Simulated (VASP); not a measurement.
# Ru5C in VASP: single point with LDA

Aim: the single point of Ru5C with LDA.

Program: VASP 6.6.1. These are calculated values, not measurements. Logs are shortened: lines on timing, memory, paths and dates and some standing lists are left out, and cuts for length are marked.

## 1. The cell of the first run

The cell holds a slab with vacuum, 6 atoms: a = 2.674 Å, b = 2.674 Å, c = 23.900 Å, α = 90.00°, β = 90.00°, γ = 120.00°.

## 2. Single point, LDA

File INCAR:

```
  PREC = Accurate
  ENCUT = 520
  EDIFF = 1E-6
  ISMEAR = 0
  SIGMA = 0.1
  LREAL = False
  LASPH = True
  NELM = 120
  ALGO = Normal
  ISIF = 2
  LWAVE = False
  LCHARG = True
  LDIPOL = True
  IDIPOL = 3
  DIPOL = 0.5 0.5 0.385
  LELF = True
  LVHAR = True
  LVACPOTAV = True
  NBANDS = 51
  GGA_COMPAT = False
  NELMDL = -8
```

File KPOINTS:

```
Automatic mesh
0
Gamma
  12 12 1
```

File POSCAR:

```
Ru5C
1.0
    2.6740588505      0.0000000000      0.0000000000
   -1.3370294252      2.3158028957      0.0000000000
    0.0000000000      0.0000000000     23.8999247755
Ru C
5 1
Direct
    0.6666666667      0.3333333333      0.1673645435
    0.3333333333      0.6666666667      0.2557907839
    0.6666666667      0.3333333333      0.3443582822
    0.3333333333      0.6666666667      0.4334512798
    0.6666666667      0.3333333333      0.5188269374
    0.6666666667      0.3333333333      0.5912110476
```

Potentials or basis: VASP PAW LDA potentials, release 64 (Ru_sv, C).

The run is started by

```sh
cat potpaw_LDA.64/Ru_sv/POTCAR potpaw_LDA.64/C/POTCAR > POTCAR
mpirun -np 1 vasp_std > vasp.out
```

OUTCAR:

```text
PREC = Accurate
   ENCUT = 520
   EDIFF = 1E-6
   ISMEAR = 0
   LREAL = False
   LASPH = True
   NELM = 120
   ISIF = 2
   NELMDL = -8

 ion  position               nearest neighbor table
   1  0.667  0.333  0.167-   2 2.62   2 2.62   2 2.62
   2  0.333  0.667  0.256-   1 2.62   1 2.62   1 2.62   3 2.62   3 2.62   3 2.62
   3  0.667  0.333  0.344-   2 2.62   2 2.62   2 2.62   4 2.63   4 2.63   4 2.63
   4  0.333  0.667  0.433-   5 2.56   5 2.56   5 2.56   3 2.63   3 2.63   3 2.63
   5  0.667  0.333  0.519-   6 1.73   4 2.56   4 2.56   4 2.56
   6  0.667  0.333  0.591-   5 1.73

  LATTYP: Found a hexagonal cell.
 ALAT       =     2.6740588505
 C/A-ratio  =     8.9376958817

  Lattice vectors:

 A1 = (   2.6740588505,   0.0000000000,   0.0000000000)
 A2 = (  -1.3370294252,   2.3158028957,   0.0000000000)
 A3 = (   0.0000000000,   0.0000000000,  23.8999247755)

Analysis of symmetry for initial positions (statically):
=====================================================================
 Subroutine PRICEL returns:
 Original cell was already a primitive cell.

 Routine SETGRP: Setting up the symmetry group for a
 hexagonal supercell.

 Subroutine GETGRP returns: Found  6 space group operations
 (whereof  6 operations were pure point group operations)
 out of a pool of 24 trial point group operations.

The static configuration has the point symmetry C_3v.

Analysis of symmetry for dynamics (positions and initial velocities):
=====================================================================
 Subroutine PRICEL returns:
 Original cell was already a primitive cell.

 Routine SETGRP: Setting up the symmetry group for a
 hexagonal supercell.

 Subroutine GETGRP returns: Found  6 space group operations
 (whereof  6 operations were pure point group operations)
 out of a pool of 24 trial point group operations.

The dynamic configuration has the point symmetry C_3v.

 Subroutine INISYM returns: Found  6 space group operations
 (whereof  6 operations are pure point group operations),
 and found     1 'primitive' translations

----------------------------------------------------------------------------------------

                                     Primitive cell

  volume of cell :     148.0025

  direct lattice vectors                    reciprocal lattice vectors
     2.674058850  0.000000000  0.000000000     0.373963348  0.215907840  0.000000000
    -1.337029425  2.315802896  0.000000000     0.000000000  0.431815679  0.000000000
     0.000000000  0.000000000 23.899924776     0.000000000  0.000000000  0.041841136

  length of vectors
[... 96 lines left out ...]
   NUPDOWN=      -1.0000    fix difference up-down
   EMIN   =  10.00;   EMAX   =-10.00  energy-range for DOS
   EFERMI =   0.00;   METHOD = LEGACY
   ISMEAR =     0;   SIGMA  =   0.10  broadening in eV -4-tet -1-fermi 0-gaus
   EFERMI_NEDOS =   21; number of points for ismear=-14 and -15
   IALGO  =     38    algorithm
   IMIX   =      4    mixing-type and parameters
     AMIX     =   0.40;   BMIX     =  1.00
     AMIX_MAG =   1.60;   BMIX_MAG =  1.00
  volume/ion in A,a.u.               =      24.67       166.46
  Fermi-wavevector in a.u.,A,eV,Ry     =   1.355434  2.561398 24.996625  1.837200
  Thomas-Fermi vector in A             =   2.482521
   LORBIT       =      0    0 simple, 1 ext, 2 COOP (PROOUT), +10 PAW based schemes
   GGA     = CA    functional components
   LHFCALC =     F    Hartree Fock is set to
   AEXX    =    0.0000 exact exchange contribution
   IVDW    =     0    specifies the selected vdW correction
   LEPSILON=     F    determine dielectric tensor
   LRPA    =     F    only Hartree local field effects (RPA)
 non-spin polarized calculation
 Gauss-broadening in eV      SIGMA  =   0.10
  energy-cutoff  :      520.00
  volume of cell :      148.00
 maximum number of plane-waves:      4053
 NGX is ok and might be reduce to    20
   NGX =  9   NGY =  9   NGZ = 89

 dipolmoment           0.000000      0.000000     -0.006475 electrons x Angstroem

 number of electron      84.0000006 magnetization

 dipolmoment           0.000000      0.000000      0.063788 electrons x Angstroem

 Free energy of the ion-electron system (eV)
  ---------------------------------------------------
  ext. energy  EPLUGINS =         0.00000000
  ---------------------------------------------------
  free energy    TOTEN  =       -57.54455212 eV

  energy without entropy =      -57.52179706  energy(sigma->0) =      -57.53317459

 E-fermi :   4.0338     XC(G=0):  -8.0124

 val. band max:        4.0149101476   @ k =   0.4167   0.0833   0.0000
 cond. band min:       4.1079182831   @ k =   0.1667   0.0000   0.0000
 fundamental gap:      0.0930081354
 Fermi energy:         4.0337824893

 k-point     1 :       0.0000    0.0000    0.0000
  band No.  band energies     occupation
      1     -68.8474      2.00000
      2     -68.7054      2.00000
      3     -68.6267      2.00000
      4     -68.4857      2.00000
      5     -68.3088      2.00000
      6     -39.5525      2.00000
[... 1015 lines left out ...]
     50      11.6913      0.00000
     51      11.7570      0.00000

------------------------ aborting loop because EDIFF is reached ----------------------------------------

  FORCE on cell =-STRESS in cart. coord.  units (eV):
  Direction    XX          YY          ZZ          XY          YZ          ZX
  --------------------------------------------------------------------------------------
  -------------------------------------------------------------------------------------
  Total        0.4444004      0.4444004      1.9432181      0.0000000      0.0000000      0.0000000
  in kB        4.8107848      4.8107848     21.0359939      0.0000000      0.0000000      0.0000000
  external PRESSURE =      10.2191879 kB  Pullay stress =       0.0000000 kB

 VOLUME and BASIS-vectors are now :
 -----------------------------------------------------------------------------
  energy-cutoff  :      520.00
  volume of cell :      148.00
      direct lattice vectors                 reciprocal lattice vectors
     2.674058850  0.000000000  0.000000000     0.373963348  0.215907840  0.000000000
    -1.337029425  2.315802896  0.000000000     0.000000000  0.431815679  0.000000000
     0.000000000  0.000000000 23.899924776     0.000000000  0.000000000  0.041841136

 POSITION                                       TOTAL-FORCE (eV/Angst)
 -----------------------------------------------------------------------------------
      1.33703      0.77193      4.00000        -0.000000      0.000000      0.757131
     -0.00000      1.54387      6.11338         0.000000     -0.000000     -0.479752
      1.33703      0.77193      8.23014        -0.000000      0.000000     -0.170793
     -0.00000      1.54387     10.35945         0.000000     -0.000000     -2.218541
      1.33703      0.77193     12.39992         0.000000      0.000000      1.963039
      1.33703      0.77193     14.12990        -0.000000      0.000000      0.148915
 -----------------------------------------------------------------------------------
    total drift:                                0.000001      0.000001      0.000594

  FREE ENERGIE OF THE ION-ELECTRON SYSTEM (eV)
  ---------------------------------------------------
  free  energy   TOTEN  =       -57.5445521222 eV

  energy  without entropy=      -57.5217970637  energy(sigma->0) =      -57.53317459

 vacuum level on the upper side and lower side of the slab        11.356         9.491
```

Run time: 4 min. Hardware: 1 thread of Intel Xeon 6975P-C (Granite Rapids), shared host; peak memory 0.27 GiB.

Results:

| Quantity | Value |
| --- | --- |
| Free energy | -57.5446 eV |
| Largest force | 2.219 eV/Å |
| Band gap on the k mesh | zero (bands 42 and 43 overlap by 2.69 eV) |

Forces on the atoms (eV/Å):
```
Ru   0.000  0.000  0.757
Ru   0.000  0.000 -0.480
Ru   0.000  0.000 -0.171
Ru   0.000  0.000 -2.219
Ru   0.000  0.000  1.963
C    0.000  0.000  0.149
```

The gap in the log of VASP goes by the Fermi energy; the results here count the filled bands.